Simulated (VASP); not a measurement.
# Te (Pm-3m) in VASP: notebook

Runs on Te. Level: PBE. Tasks: single point, relaxation of cell and atoms.

Program: VASP 6.6.1. These are calculated values, not measurements. Logs are shortened: lines on timing, memory, paths and dates and some standing lists are left out, and cuts for length are marked.

### 1 The cell of the first run

It takes space group Pm-3m (No. 221, cubic). Conventional cell: a = 3.171 Å, b = 3.171 Å, c = 3.171 Å, α = 90.00°, β = 90.00°, γ = 90.00°. Te (site symmetry m-3m) has 6 Te at 3.17 Å within 4.2 Å.

This isn't the form of Te at room conditions, which is trigonal, of chains.

### 2 Single point, PBE

Input file INCAR:

```
SYSTEM = Te
  PREC = Accurate
  ENCUT = 520
  EDIFF = 1E-6
  ISMEAR = -1
  SIGMA = 0.08
  LREAL = .False.
  LASPH = .True.
  NELM = 80
  ALGO = Normal
  ISIF = 2
  LWAVE = .False.
  LCHARG = .False.
  GGA = PE
  NBANDS = 9
```

Input file KPOINTS:

```
Automatic mesh
0
Gamma
  12 12 12
  0 0 0
```

Input file POSCAR:

```
Te
1.0
    3.1712477303      0.0000000000      0.0000000000
    0.0000000000      3.1712477303      0.0000000000
    0.0000000000      0.0000000000      3.1712477303
Te
1
Direct
    0.0000000000      0.0000000000      0.0000000000
```

Potentials or basis: VASP PAW PBE potentials, release 64 (Te).

On the command line:

```
> cat potpaw_PBE.64/Te/POTCAR > POTCAR
> mpirun -np 1 vasp_std > vasp.out
```

OUTCAR:

```text
SYSTEM = Te
   PREC = Accurate
   ENCUT = 520
   EDIFF = 1E-6
   ISMEAR = -1
   LREAL = .False.
   LASPH = .True.
   NELM = 80
   ISIF = 2
   GGA = PE

 ion  position               nearest neighbor table
   1  0.000  0.000  0.000-

  LATTYP: Found a simple cubic cell.
 ALAT       =     3.1712477303

  Lattice vectors:

 A1 = (   3.1712477303,   0.0000000000,   0.0000000000)
 A2 = (   0.0000000000,   3.1712477303,   0.0000000000)
 A3 = (   0.0000000000,   0.0000000000,   3.1712477303)

Analysis of symmetry for initial positions (statically):
=====================================================================
 Subroutine PRICEL returns:
 Original cell was already a primitive cell.

 Routine SETGRP: Setting up the symmetry group for a
 simple cubic supercell.

 Subroutine GETGRP returns: Found 48 space group operations
 (whereof 48 operations were pure point group operations)
 out of a pool of 48 trial point group operations.

The static configuration has the point symmetry O_h .

Analysis of symmetry for dynamics (positions and initial velocities):
=====================================================================
 Subroutine PRICEL returns:
 Original cell was already a primitive cell.

 Routine SETGRP: Setting up the symmetry group for a
 simple cubic supercell.

 Subroutine GETGRP returns: Found 48 space group operations
 (whereof 48 operations were pure point group operations)
 out of a pool of 48 trial point group operations.

The dynamic configuration has the point symmetry O_h .

 Subroutine INISYM returns: Found 48 space group operations
 (whereof 48 operations are pure point group operations),
 and found     1 'primitive' translations

----------------------------------------------------------------------------------------

                                     Primitive cell

  volume of cell :      31.8926

  direct lattice vectors                    reciprocal lattice vectors
     3.171247730  0.000000000  0.000000000     0.315333296  0.000000000  0.000000000
     0.000000000  3.171247730  0.000000000     0.000000000  0.315333296  0.000000000
     0.000000000  0.000000000  3.171247730     0.000000000  0.000000000  0.315333296

  length of vectors
     3.171247730  3.171247730  3.171247730     0.315333296  0.315333296  0.315333296

  position of ions in fractional coordinates (direct lattice)
     0.000000000  0.000000000  0.000000000

  ion indices of the primitive-cell ions
   primitive index   ion index
                 1           1

----------------------------------------------------------------------------------------

 KPOINTS: Automatic mesh

Automatic generation of k-mesh.
 Grid dimensions read from file:
 generate k-points for:   12   12   12

 Generating k-lattice:

  Cartesian coordinates                     Fractional coordinates (reciprocal lattice)
     0.026277775  0.000000000  0.000000000     0.083333333  0.000000000  0.000000000
     0.000000000  0.026277775  0.000000000     0.000000000  0.083333333  0.000000000
     0.000000000  0.000000000  0.026277775     0.000000000  0.000000000  0.083333333

  Length of vectors
     0.026277775  0.026277775  0.026277775

  Shift w.r.t. Gamma in fractional coordinates (k-lattice)
     0.000000000  0.000000000  0.000000000

 Subroutine IBZKPT returns following result:
 ===========================================

 Found     84 irreducible k-points:

 Following reciprocal coordinates:
            Coordinates               Weight
  0.000000  0.000000  0.000000      1.000000
  0.083333  0.000000  0.000000      6.000000
  0.166667  0.000000  0.000000      6.000000
  0.250000  0.000000  0.000000      6.000000
  0.333333  0.000000  0.000000      6.000000
  0.416667  0.000000  0.000000      6.000000
[... 16 lines left out ...]
  0.333333  0.333333  0.000000     12.000000
  0.416667  0.333333  0.000000     24.000000
 [... further k-points ...]
   k-points           NKPTS =     84   k-points in BZ     NKDIM =     84   number of bands    NBANDS=      9
   number of dos      NEDOS =    301   number of ions     NIONS =      1
   total plane-waves  NPLWV =  13824
   dimension x,y,z NGX =    24 NGY =   24 NGZ =   24
   dimension x,y,z NGXF=    48 NGYF=   48 NGZF=   48
   ions per type =               1
   NGX,Y,Z   is equivalent  to a cutoff of  12.58, 12.58, 12.58 a.u.
   NGXF,Y,Z  is equivalent  to a cutoff of  25.16, 25.16, 25.16 a.u.
 SYSTEM =  Te
   PREC   = accura    normal or accurate (medium, high low for compatibility)
   ISTART =      0    job   : 0-new  1-cont  2-samecut
   ICHARG =      2    charge: 1-file 2-atom 10-const
   ISPIN  =      1    spin polarized calculation?
   LNONCOLLINEAR =      F non collinear calculations
   LSORBIT =      F    spin-orbit coupling
   LASPH  =      T    aspherical Exc in radial PAW
   ENCUT  =  520.0 eV  38.22 Ry    6.18 a.u.   5.90  5.90  5.90*2*pi/ulx,y,z
   NELM   =     80;   NELMIN=  2; NELMDL= -5     # of ELM steps
   EDIFF  = 0.1E-05   stopping-criterion for ELM
   LREAL  =      F    real-space projection
   EDIFFG = 0.1E-04   stopping-criterion for IOM
   NSW    =      0    number of steps for IOM
   IBRION =     -1    ionic relax: 0-MD 1-quasi-New 2-CG
   NFREE  =      0    steps in history (QN), initial steepest desc. (CG)
   ISIF   =      2    stress and relaxation
   ISYM   =      2    0-nonsym 1-usesym 2-fastsym
   POTIM  = 0.5000    time-step for ionic-motion
   TEBEG  =    0.0;   TEEND  =   0.0 temperature during run
   PSTRESS=    0.0 pullay stress
   NELECT =       6.0000    total number of electrons
   NUPDOWN=      -1.0000    fix difference up-down
   EMIN   =  10.00;   EMAX   =-10.00  energy-range for DOS
   EFERMI =   0.00;   METHOD = LEGACY
   ISMEAR =    -1;   SIGMA  =   0.08  broadening in eV -4-tet -1-fermi 0-gaus
   EFERMI_NEDOS =   21; number of points for ismear=-14 and -15
   IALGO  =     38    algorithm
   IMIX   =      4    mixing-type and parameters
     AMIX     =   0.40;   BMIX     =  1.00
     AMIX_MAG =   1.60;   BMIX_MAG =  1.00
  volume/ion in A,a.u.               =      31.89       215.22
  Fermi-wavevector in a.u.,A,eV,Ry     =   0.938055  1.772667 11.972414  0.879948
  Thomas-Fermi vector in A             =   2.065228
   LORBIT       =      0    0 simple, 1 ext, 2 COOP (PROOUT), +10 PAW based schemes
   GGA     = PE    functional components
   LHFCALC =     F    Hartree Fock is set to
   AEXX    =    0.0000 exact exchange contribution
   IVDW    =     0    specifies the selected vdW correction
   LEPSILON=     F    determine dielectric tensor
   LRPA    =     F    only Hartree local field effects (RPA)
 non-spin polarized calculation
  energy-cutoff  :      520.00
  volume of cell :       31.89
 maximum number of plane-waves:       912
 NGX is ok and might be reduce to    24
   NGX = 11   NGY = 11   NGZ = 11

 number of electron       5.9999999 magnetization

 Free energy of the ion-electron system (eV)
  ---------------------------------------------------
  ext. energy  EPLUGINS =         0.00000000
  ---------------------------------------------------
  free energy    TOTEN  =        -3.10111709 eV

  energy without entropy =       -3.08831981  energy(sigma->0) =       -3.09471845

 E-fermi :   6.7955     XC(G=0):  -9.3901

 val. band max:        6.7624089300   @ k =   0.4167   0.1667   0.0000
 cond. band min:       6.8276019530   @ k =   0.3333   0.1667   0.1667
 fundamental gap:      0.0651930230
 Fermi energy:         6.7954844091

 k-point     1 :       0.0000    0.0000    0.0000
  band No.  band energies     occupation
      1      -7.0281      2.00000
      2       7.9834      0.00000
      3       7.9834      0.00000
      4       7.9834      0.00000
      5      12.7789      0.00000
      6      12.7789      0.00000
      7      13.3585      0.00000
      8      24.3653      0.00000
      9      24.3653      0.00000

 k-point     2 :       0.0833    0.0000    0.0000
  band No.  band energies     occupation
      1      -6.9440      2.00000
      2       7.0437      0.08604
      3       8.0595      0.00000
      4       8.0595      0.00000
      5      12.8559      0.00000
      6      13.1819      0.00000
      7      14.1495      0.00000
      8      22.9186      0.00000
      9      22.9186      0.00000

 k-point     3 :       0.1667    0.0000    0.0000
  band No.  band energies     occupation
      1      -6.6980      2.00000
      2       5.3016      2.00000
      3       8.2777      0.00000
      4       8.2777      0.00000
      5      13.0835      0.00000
      6      13.5023      0.00000
      7      16.3098      0.00000
      8      21.2423      0.00000
      9      21.2423      0.00000

 k-point     4 :       0.2500    0.0000    0.0000
  band No.  band energies     occupation
      1      -6.3136      2.00000
      2       3.5622      2.00000
      3       8.6045      0.00000
      4       8.6045      0.00000
      5      13.4482      0.00000
      6      13.9600      0.00000
      7      18.5693      0.00000
      8      19.7497      0.00000
      9      19.7497      0.00000
[... 205 lines left out ...]
 k-point    22 :       0.5000    0.2500    0.0000
  band No.  band energies     occupation
      1      -4.5106      2.00000
      2       1.2939      2.00000
      3       5.2032      2.00000
      4      10.0144      0.00000
      5      11.4802      0.00000
      6      16.0665      0.00000
      7      18.0838      0.00000
      8      18.0972      0.00000
      9      21.0223      0.00000

 k-point    23 :       0.3333    0.3333    0.0000
  band No.  band energies     occupation
      1      -4.6553      2.00000
      2       3.1058      2.00000
      3       3.2518      2.00000
      4       9.9514      0.00000
      5      11.3860      0.00000
      6      15.6510      0.00000
      7      19.4213      0.00000
      8      19.8459      0.00000
      9      20.1200      0.00000

 k-point    24 :       0.4167    0.3333    0.0000
  band No.  band energies     occupation
      1      -4.2211      2.00000
      2       2.1142      2.00000
      3       3.5563      2.00000
      4      10.2517      0.00000
      5      10.4491      0.00000
      6      16.2731      0.00000
      7      18.8190      0.00000
      8      19.1354      0.00000
      9      20.0868      0.00000

 [... further k-points ...]
[... 5 lines left out ...]
  --------------------------------------------------------------------------------------
  -------------------------------------------------------------------------------------
  Total        0.3085445      0.3085445      0.3085445      0.0000000      0.0000000      0.0000000
  in kB       15.5002220     15.5002220     15.5002220      0.0000000      0.0000000      0.0000000
  external PRESSURE =      15.5002220 kB  Pullay stress =       0.0000000 kB

 VOLUME and BASIS-vectors are now :
 -----------------------------------------------------------------------------
  energy-cutoff  :      520.00
  volume of cell :       31.89
      direct lattice vectors                 reciprocal lattice vectors
     3.171247730  0.000000000  0.000000000     0.315333296  0.000000000  0.000000000
     0.000000000  3.171247730  0.000000000     0.000000000  0.315333296  0.000000000
     0.000000000  0.000000000  3.171247730     0.000000000  0.000000000  0.315333296

 POSITION                                       TOTAL-FORCE (eV/Angst)
 -----------------------------------------------------------------------------------
      0.00000      0.00000      0.00000         0.000000      0.000000      0.000000
 -----------------------------------------------------------------------------------
    total drift:                                0.000000     -0.000000      0.000000

  FREE ENERGIE OF THE ION-ELECTRON SYSTEM (eV)
  ---------------------------------------------------
  free  energy   TOTEN  =        -3.1011170950 eV

  energy  without entropy=       -3.0883198116  energy(sigma->0) =       -3.09471845
```

It took 9 s on 1 thread of AMD EPYC 9R45 (Zen 5), shared host; peak memory 0.12 GiB.

What came out:

* Free energy: -3.1011 eV
* Pressure: 1.6 GPa
* Band gap on the k mesh: zero (bands 3 and 4 overlap by 5.69 eV)

Caveat: spin-orbit coupling is left out, which moves the levels of the heavy elements.

### 3 Relaxation of cell and atoms, PBE, target pressure 1.6 GPa, at which the enthalpy is minimised

This run uses another cell than the first one, of 29.95 Å³/atom.

Input file INCAR:

```
PREC = Accurate
ENCUT = 600
EDIFF = 1E-6
ISMEAR = -1
SIGMA = 0.08
LREAL = False
LASPH = True
NELM = 60
ALGO = Normal
ISIF = 3
LWAVE = False
LCHARG = False
GGA = PE
IBRION = 2
NSW = 60
EDIFFG = -0.005
PSTRESS = 16.0
```

Input file KPOINTS:

```
Automatic mesh
0
Gamma
  12 12 12
```

Input file POSCAR:

```
Te
1.0
    3.1055015906      0.0000000000      0.0000000000
    0.0000000000      3.1055015906      0.0000000000
    0.0000000000      0.0000000000      3.1055015906
Te
1
Direct
    0.0000000000      0.0000000000      0.0000000000
```

Potentials or basis: VASP PAW PBE potentials, release 64 (Te).

On the command line:

```
> cat potpaw_PBE.64/Te/POTCAR > POTCAR
> mpirun -np 1 vasp_std > vasp.out
```

Run time: 24 s. Hardware: 1 thread of AMD EPYC 9R45 (Zen 5), shared host; peak memory 0.14 GiB.

It converged, with:

- Free energy: -3.1008 eV
- Relaxed volume: 31.87 Å³/atom
- Relaxed cell: a = 3.171 Å, b = 3.171 Å, c = 3.171 Å, α = 90.00°, β = 90.00°, γ = 90.00°
- Space group after relaxing (to 0.1 Å): Pm-3m (No. 221)
- Energy change on relaxing (the run minimises the enthalpy): -42.7 meV/atom
- Ionic steps: 3
- Pressure after relaxing: 1.6 GPa
- Band gap on the k mesh: zero (bands 3 and 4 overlap by 5.70 eV)

The path:
| step | energy change (eV) | largest force (eV/Å) | pressure (GPa) | volume (Å³) |
| --- | --- | --- | --- | --- |
| 1 | 0.0000 | 0.0000 | 5.78 | 29.95 |
| 2 | -0.0452 | 0.0000 | -0.95 | 33.47 |
| 3 | -0.0427 | 0.0000 | 1.59 | 31.87 |

Final structure:
```yaml
crystal:
  lattice:
    - [3.17051, 0.00000, 0.00000]
    - [0.00000, 3.17051, 0.00000]
    - [0.00000, 0.00000, 3.17051]
  atoms:
    - { symbol: Te, position: [0.00000, 0.00000, 0.00000] }
```

Levels at points of the mesh, in eV from the Fermi level:
```
           k point  band 1  band 2  band 3  band 4  band 5  band 6  band 7
(0.00, 0.00, 0.00)  -13.83    1.19    1.19    1.19    5.98    5.98    6.57
(0.50, 0.00, 0.00)  -12.04   -6.18    2.61    2.61    7.80    9.54    9.73
(0.50, 0.50, 0.00)  -10.19   -4.56   -4.56    2.01    3.99   10.95   12.44
(0.50, 0.50, 0.50)   -8.24   -3.08   -3.08   -3.08    4.35    4.35    4.35
```

Caveat: the cell is relaxed towards a set pressure, so the run minimises the enthalpy, not the energy; spin-orbit coupling is left out, which moves the levels of the heavy elements.

### 4 Relaxation of cell and atoms, PBE, target pressure 1.6 GPa, at which the enthalpy is minimised

Input file INCAR:

```
PREC     = Accurate       # precision mode
ENCUT    = 600            # plane-wave cutoff, eV
EDIFF    = 1E-7           # SCF threshold, eV
ISMEAR   = -1             # smearing method
SIGMA    = 0.08           # smearing width, eV
LREAL    = False          # projectors in reciprocal space
LASPH    = True           # aspherical terms in the spheres
NELM     = 60             # most SCF steps
ALGO     = Normal         # electronic algorithm
ISIF     = 3              # what is computed and relaxed
LWAVE    = False          # write WAVECAR
LCHARG   = False          # write CHGCAR
GGA      = PE             # functional
IBRION   = 2              # ionic algorithm
NSW      = 32             # ionic steps
EDIFFG   = -0.005         # ionic threshold
PSTRESS  = 16.0
```

KPOINTS is that of step 3.

Input file POSCAR:

```
Te
1.0
    3.1712477303      0.0000000000      0.0000000000
    0.0000000000      3.1712477303      0.0000000000
    0.0000000000      0.0000000000      3.1712477303
Te
1
Direct
    0.0000000000      0.0000000000      0.0000000000
```

On the command line:

```
> cat potpaw_PBE.64/Te/POTCAR > POTCAR
> mpirun -np 1 vasp_std > vasp.out
```

It took 19 s on 1 thread of AMD EPYC 9R45 (Zen 5), shared host; peak memory 0.14 GiB.

It converged, with:

- Free energy: -3.1008 eV
- Relaxed volume: 31.86 Å³/atom
- Relaxed cell: a = 3.170 Å, b = 3.170 Å, c = 3.170 Å, α = 90.00°, β = 90.00°, γ = 90.00°
- Space group after relaxing (to 0.1 Å): Pm-3m (No. 221)
- Energy change on relaxing (the run minimises the enthalpy): +0.3 meV/atom
- Ionic steps: 3
- Pressure after relaxing: 1.6 GPa
- Band gap on the k mesh: zero (bands 3 and 4 overlap by 5.70 eV)

Step by step:
```tsv
step	energy change (eV)	largest force (eV/Å)	pressure (GPa)	volume (Å³)
1	0.0000	0.0000	1.55	31.89
2	0.0005	0.0000	1.63	31.85
3	0.0003	0.0000	1.61	31.86
```

Final structure:
```
Te
1.0
     3.17023    0.00000    0.00000
     0.00000    3.17023    0.00000
     0.00000    0.00000    3.17023
Te
1
Direct
  0.00000 0.00000 0.00000
```

Levels at points of the mesh, in eV from the Fermi level:
```
           k point  band 1  band 2  band 3  band 4  band 5  band 6  band 7
(0.00, 0.00, 0.00)  -13.83    1.19    1.19    1.19    5.98    5.98    6.57
(0.50, 0.00, 0.00)  -12.04   -6.18    2.61    2.61    7.80    9.55    9.73
(0.50, 0.50, 0.00)  -10.19   -4.57   -4.57    2.01    3.99   10.95   12.44
(0.50, 0.50, 0.50)   -8.24   -3.08   -3.08   -3.08    4.35    4.35    4.35
```

Caveat: the cell is relaxed towards a set pressure, so the run minimises the enthalpy, not the energy; spin-orbit coupling is left out, which moves the levels of the heavy elements.

### 5 Overview

| task | cell | cutoff (eV) | gap on the mesh (eV) | pressure (GPa) |
| --- | --- | --- | --- | --- |
| single point | a = 3.171 Å, 1 atom | 520 | none | 1.6 |
| relaxation of cell and atoms | relaxed to 1.6 GPa from a = 3.106 Å, 1 atom | 600 | none | 1.6 |
| relaxation of cell and atoms | relaxed to 1.6 GPa from a = 3.171 Å, 1 atom | 600 | none | 1.6 |

Alike in all rows: level PBE; potentials or basis VASP PAW PBE potentials, release 64 (Te); no spin polarisation; k mesh 12 × 12 × 12; smearing fermi-dirac 0.08 eV.

Caveats: spin-orbit coupling is left out, which moves the levels of the heavy elements; the cell is relaxed towards a set pressure, so the run minimises the enthalpy, not the energy (at least some runs).

Total energies depend on the potentials used, so only differences within one code and one set of settings carry meaning.
